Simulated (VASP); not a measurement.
A run of VASP 6.6.1 is set up as follows.

Contents of INCAR:

```
PREC     = Accurate       # precision mode
ENCUT    = 520            # plane-wave cutoff, eV
EDIFF    = 1E-6           # SCF threshold, eV
ISMEAR   = -1             # smearing method
SIGMA    = 0.1            # smearing width, eV
LREAL    = F              # projectors in reciprocal space
LASPH    = T              # aspherical terms in the spheres
NELM     = 100            # most SCF steps
ALGO     = Normal         # electronic algorithm
ISIF     = 2              # what is computed and relaxed
LWAVE    = F              # write WAVECAR
LCHARG   = F              # write CHGCAR
ISYM     = 0            
NBANDS   = 17             # bands
```

KPOINTS

```
regular mesh
0
Gamma
  12 7 10
```

File POSCAR:

```
Ni
1.0
    0.0000000000     -1.7724000000     -1.7724000000
   -3.5448000000     -1.7724000000     -1.7724000000
    0.0000000000      1.7724000000     -1.7724000000
Ni
2
Direct
    0.0000000000      0.0000000000      0.0000000000
    0.0000000000      0.5000000000      0.5000000000
```

Potentials or basis: VASP PAW LDA potentials, release 64 (Ni).

The run is started by

```bash
$ cat potpaw_LDA.64/Ni/POTCAR > POTCAR
$ mpirun -np 1 vasp_std > vasp.out
```

(1) Estimate the pressure.

(2) Predict the band gap on the k mesh.

Answers

(1) -20.8 GPa.

(2) zero (bands 10 and 11 overlap by 0.61 eV).

Caveat: the cell stands under tension; the run has no spin polarisation, though such a crystal can be magnetic.
